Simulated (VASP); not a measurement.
# Hf in VASP: single point with revPBE+D3(BJ)

Aim: the single point of Hf with revPBE+D3(BJ).

Program: VASP 6.6.1. These are calculated values, not measurements. Logs are shortened: lines on timing, memory, paths and dates and some standing lists are left out, and cuts for length are marked.

### 1 The cell of the first run

The cell holds a slab with vacuum, 3 atoms: a = 3.096 Å, b = 3.096 Å, c = 21.900 Å, α = 90.00°, β = 90.00°, γ = 120.00°.

### 2 Single point, revPBE+D3(BJ)

INCAR

```
SYSTEM = Hf
ALGO     = Normal         ! electronic algorithm
DIPOL    = 0.5 0.5 0.435
EDIFF    = 1E-6           ! SCF threshold, eV
ENCUT    = 400            ! plane-wave cutoff, eV
GGA      = RE             ! functional
GGA_COMPAT= .False.      
IDIPOL   = 3            
ISIF     = 2              ! what is computed and relaxed
ISMEAR   = 1              ! smearing method
IVDW     = 12             ! dispersion correction
LASPH    = .True.         ! aspherical terms in the spheres
LCHARG   = .True.         ! write CHGCAR
LDIPOL   = .True.       
LELF     = .True.         ! ELF
LREAL    = .False.        ! projectors in reciprocal space
LVACPOTAV= .True.       
LVHAR    = .True.       
LWAVE    = .False.        ! write WAVECAR
NBANDS   = 22             ! bands
NELM     = 120            ! most SCF steps
NELMDL   = -8           
PREC     = Accurate       ! precision mode
SIGMA    = 0.1            ! smearing width, eV
```

KPOINTS

```
k-points
0
Gamma
  12 12 1
  0 0 0
```

POSCAR

```
Hf
1.0
    3.0962195318      0.0000000000      0.0000000000
   -1.5481097659      2.6814047703      0.0000000000
    0.0000000000      0.0000000000     21.8999602801
Hf
3
Direct
    0.6666666667      0.3333333333      0.3196352829
    0.3333333333      0.6666666667      0.4308522202
    0.6666666667      0.3333333333      0.5542010423
```

Potentials or basis: VASP PAW PBE potentials, release 64 (Hf_pv).

Started as:

```
$ cat potpaw_PBE.64/Hf_pv/POTCAR > POTCAR
$ mpirun -np 1 vasp_std > vasp.out
```

OUTCAR:

```text
SYSTEM = Hf
   EDIFF = 1E-6
   ENCUT = 400
   GGA = RE
   ISIF = 2
   ISMEAR = 1
   IVDW = 12
   LASPH = .True.
   LREAL = .False.
   NELM = 120
   NELMDL = -8
   PREC = Accurate
 IVDW          = 12

 ion  position               nearest neighbor table
   1  0.667  0.333  0.320-   2 3.02   2 3.02   2 3.02
   2  0.333  0.667  0.431-   1 3.02   1 3.02   1 3.02   3 3.24   3 3.24   3 3.24
   3  0.667  0.333  0.554-   2 3.24   2 3.24   2 3.24

  LATTYP: Found a hexagonal cell.
 ALAT       =     3.0962195318
 C/A-ratio  =     7.0731290385

  Lattice vectors:

 A1 = (   3.0962195318,   0.0000000000,   0.0000000000)
 A2 = (  -1.5481097659,   2.6814047703,   0.0000000000)
 A3 = (   0.0000000000,   0.0000000000,  21.8999602801)

Analysis of symmetry for initial positions (statically):
=====================================================================
 Subroutine PRICEL returns:
 Original cell was already a primitive cell.

 Routine SETGRP: Setting up the symmetry group for a
 hexagonal supercell.

 Subroutine GETGRP returns: Found  6 space group operations
 (whereof  6 operations were pure point group operations)
 out of a pool of 24 trial point group operations.

The static configuration has the point symmetry C_3v.

Analysis of symmetry for dynamics (positions and initial velocities):
=====================================================================
 Subroutine PRICEL returns:
 Original cell was already a primitive cell.

 Routine SETGRP: Setting up the symmetry group for a
 hexagonal supercell.

 Subroutine GETGRP returns: Found  6 space group operations
 (whereof  6 operations were pure point group operations)
 out of a pool of 24 trial point group operations.

The dynamic configuration has the point symmetry C_3v.

 Subroutine INISYM returns: Found  6 space group operations
 (whereof  6 operations are pure point group operations),
 and found     1 'primitive' translations

----------------------------------------------------------------------------------------

                                     Primitive cell

  volume of cell :     181.8182

  direct lattice vectors                    reciprocal lattice vectors
     3.096219532  0.000000000  0.000000000     0.322974514  0.186469423  0.000000000
    -1.548109766  2.681404770  0.000000000     0.000000000  0.372938846  0.000000000
     0.000000000  0.000000000 21.899960280     0.000000000  0.000000000  0.045662183

  length of vectors
     3.096219532  3.096219532 21.899960280     0.372938846  0.372938846  0.045662183

[... 79 lines left out ...]
   NSW    =      0    number of steps for IOM
   IBRION =     -1    ionic relax: 0-MD 1-quasi-New 2-CG
   NFREE  =      0    steps in history (QN), initial steepest desc. (CG)
   ISIF   =      2    stress and relaxation
   ISYM   =      2    0-nonsym 1-usesym 2-fastsym
   POTIM  = 0.5000    time-step for ionic-motion
   TEBEG  =    0.0;   TEEND  =   0.0 temperature during run
   PSTRESS=    0.0 pullay stress
   NELECT =      30.0000    total number of electrons
   NUPDOWN=      -1.0000    fix difference up-down
   EMIN   =  10.00;   EMAX   =-10.00  energy-range for DOS
   EFERMI =   0.00;   METHOD = LEGACY
   ISMEAR =     1;   SIGMA  =   0.10  broadening in eV -4-tet -1-fermi 0-gaus
   EFERMI_NEDOS =   21; number of points for ismear=-14 and -15
   IALGO  =     38    algorithm
   IMIX   =      4    mixing-type and parameters
     AMIX     =   0.40;   BMIX     =  1.00
     AMIX_MAG =   1.60;   BMIX_MAG =  1.00
  volume/ion in A,a.u.               =      60.61       408.99
  Fermi-wavevector in a.u.,A,eV,Ry     =   0.897917  1.696817 10.969760  0.806255
  Thomas-Fermi vector in A             =   2.020561
   LORBIT       =      0    0 simple, 1 ext, 2 COOP (PROOUT), +10 PAW based schemes
   GGA     = RE    functional components
   LHFCALC =     F    Hartree Fock is set to
   AEXX    =    0.0000 exact exchange contribution
   IVDW    =    12    specifies the selected vdW correction
   LEPSILON=     F    determine dielectric tensor
   LRPA    =     F    only Hartree local field effects (RPA)
 non-spin polarized calculation
 Methfessel and Paxton  Order N= 1 SIGMA  =   0.10
  energy-cutoff  :      400.00
  volume of cell :      181.82
 maximum number of plane-waves:      3333
   NGX = 11   NGY = 11   NGZ = 71

 dipolmoment           0.000000      0.000000      0.001937 electrons x Angstroem

 number of electron      30.0000000 magnetization

 dipolmoment           0.000000      0.000000     -0.012751 electrons x Angstroem

 Free energy of the ion-electron system (eV)
  ---------------------------------------------------
  ext. energy  EPLUGINS =         0.00000000
  ---------------------------------------------------
  free energy    TOTEN  =       -26.81692655 eV

  energy without entropy =      -26.81589315  energy(sigma->0) =      -26.81658208

 E-fermi :  -0.7423     XC(G=0):  -4.9843

 val. band max:       -0.7472967282   @ k =   0.0000   0.0000   0.0000
 cond. band min:      -0.7417420679   @ k =   0.1667   0.0833   0.0000
 fundamental gap:      0.0055546603
 Fermi energy:        -0.7422759689

 k-point     1 :       0.0000    0.0000    0.0000
  band No.  band energies     occupation
      1     -31.6193      2.00000
      2     -31.4765      2.00000
      3     -30.9965      2.00000
      4     -30.9965      2.00000
      5     -30.9067      2.00000
      6     -30.9067      2.00000
[... 464 lines left out ...]
     21       3.0291      0.00000
     22       3.4059      0.00000

------------------------ aborting loop because EDIFF is reached ----------------------------------------

 Edisp (eV)   -1.61851

 E8    (eV) :    -1.2599

  FORCE on cell =-STRESS in cart. coord.  units (eV):
  Direction    XX          YY          ZZ          XY          YZ          ZX
  --------------------------------------------------------------------------------------
  -------------------------------------------------------------------------------------
  Total      -0.56595    -0.56595    -1.22822     0.00000     0.00000     0.00000
  in kB      -4.98714    -4.98714   -10.82303     0.00000     0.00000     0.00000
  external pressure =       -6.93 kB  Pullay stress =        0.00 kB

 VOLUME and BASIS-vectors are now :
 -----------------------------------------------------------------------------
  energy-cutoff  :      400.00
  volume of cell :      181.82
      direct lattice vectors                 reciprocal lattice vectors
     3.096219532  0.000000000  0.000000000     0.322974514  0.186469423  0.000000000
    -1.548109766  2.681404770  0.000000000     0.000000000  0.372938846  0.000000000
     0.000000000  0.000000000 21.899960280     0.000000000  0.000000000  0.045662183

 POSITION                                       TOTAL-FORCE (eV/Angst)
 -----------------------------------------------------------------------------------
      1.54811      0.89380      7.00000         0.000000      0.000000     -0.091563
     -0.00000      1.78760      9.43565        -0.000000      0.000000      0.609862
      1.54811      0.89380     12.13698        -0.000000      0.000000     -0.518299
 -----------------------------------------------------------------------------------
    total drift:                                0.000000     -0.000000      0.000080

  FREE ENERGIE OF THE ION-ELECTRON SYSTEM (eV)
  ---------------------------------------------------
  free  energy   TOTEN  =       -28.4354349988 eV

  energy  without entropy=      -28.4344015964  energy(sigma->0) =      -28.43509053

 vacuum level on the upper side and lower side of the slab         3.283         3.560
```

It took 2.7 min on 1 thread of Intel Xeon Platinum 8259CL at 2.50GHz (Skylake/Cascade Lake), shared host; peak memory 0.25 GiB.

What came out:

| Quantity | Value |
| --- | --- |
| Free energy | -28.4354 eV |
| Largest force | 0.610 eV/Å |
| Band gap on the k mesh | zero (bands 15 and 16 overlap by 0.67 eV) |
| Dispersion energy per atom | -0.540 eV |

Forces on the atoms (eV/Å):
```
Hf   0.000  0.000 -0.092
Hf   0.000  0.000  0.610
Hf   0.000  0.000 -0.518
```

Levels at points of the mesh, in eV from the Fermi level:
```tsv
k point	band 13	band 14	band 15	band 16	band 17	band 18
(0.00, 0.00, 0.00)	-0.19	-0.01	0.33	1.12	1.41	1.41
(0.50, 0.00, 0.00)	-1.61	-1.11	-0.04	0.96	1.46	1.77
```

Caveat: the PAW data sets were made with another functional, which shifts forces and pressure a little; spin-orbit coupling is left out, which moves the levels of the heavy elements.
